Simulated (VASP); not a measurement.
Write the native input for VASP 6.6.1 that does the following.

```
Task                    : density of states
Functional              : PBE
Potentials or basis     : VASP PAW PBE potentials, release 64 (Pt)
Cutoff                  : 520 eV
k mesh                  : 17 × 17 × 17
Occupations             : fermi-dirac, width 0.08 eV
Spin                    : no spin polarisation
Dipole correction       : no
k mesh for the DOS      : 26 × 26 × 26
Occupations for the DOS : tetrahedron
Further INCAR settings  : ALGO = Normal; EDIFF = 1e-06
```

Pt:

```
Pt
1.0
    -1.58206    1.58206    1.58206
     1.58206   -1.58206    1.58206
     1.58206    1.58206   -1.58206
Pt
1
Cartesian
  0.0000 0.0000 0.0000
```

These files were run (other wordings do the same):

POSCAR

```
Pt
1.0
   -1.5820589383      1.5820589383      1.5820589383
    1.5820589383     -1.5820589383      1.5820589383
    1.5820589383      1.5820589383     -1.5820589383
Pt
1
Direct
    0.0000000000      0.0000000000      0.0000000000
```

INCAR.step1

```
SYSTEM = Pt
PREC     = Accurate       ! precision mode
ENCUT    = 520            ! plane-wave cutoff, eV
EDIFF    = 1E-6           ! SCF threshold, eV
ISMEAR   = -1             ! smearing method
SIGMA    = 0.08           ! smearing width, eV
LREAL    = .False.        ! projectors in reciprocal space
LASPH    = .True.         ! aspherical terms in the spheres
NELM     = 80             ! most SCF steps
ALGO     = Normal         ! electronic algorithm
ISIF     = 2              ! what is computed and relaxed
LWAVE    = .False.        ! write WAVECAR
LCHARG   = .True.         ! write CHGCAR
LMAXMIX  = 4              ! l up to which the mixer works
GGA      = PE             ! functional
NBANDS   = 11             ! bands
```

KPOINTS.step1

```
Automatic mesh
0
Gamma
  17 17 17
  0 0 0
```

INCAR.step2

```
SYSTEM = Pt
PREC     = Accurate       ! precision mode
ENCUT    = 520            ! plane-wave cutoff, eV
EDIFF    = 1E-6           ! SCF threshold, eV
ISMEAR   = -5             ! smearing method
SIGMA    = 0.08           ! smearing width, eV
LREAL    = .False.        ! projectors in reciprocal space
LASPH    = .True.         ! aspherical terms in the spheres
NELM     = 80             ! most SCF steps
ALGO     = Normal         ! electronic algorithm
ISIF     = 2              ! what is computed and relaxed
LWAVE    = .False.        ! write WAVECAR
LCHARG   = .False.        ! write CHGCAR
LMAXMIX  = 4              ! l up to which the mixer works
GGA      = PE             ! functional
LORBIT   = 10             ! projections on sites
NEDOS    = 1001           ! points of the DOS
ICHARG   = 11             ! starting density
```

KPOINTS.step2

```
Automatic mesh
0
Gamma
  26 26 26
  0 0 0
```

Potentials or basis: VASP PAW PBE potentials, release 64 (Pt).

Run with:

```sh
$ cat potpaw_PBE.64/Pt/POTCAR > POTCAR
$ cp INCAR.step1 INCAR
$ cp KPOINTS.step1 KPOINTS
$ mpirun -np 1 vasp_std > vasp.out
$ cp INCAR.step2 INCAR
$ cp KPOINTS.step2 KPOINTS
$ mpirun -np 1 vasp_std > vasp.out
```

It gave:

| Property | Result |
| --- | --- |
| Valence electrons inside the program's atomic spheres | Pt 9.19 |

Caveat: spin-orbit coupling is left out, which moves the levels of the heavy elements.

It took 36 s on 1 thread of Intel(R) Xeon(R) Platinum 8375C CPU @ 2.90GHz (Ice Lake) (shared host), peak memory 0.22 GiB.
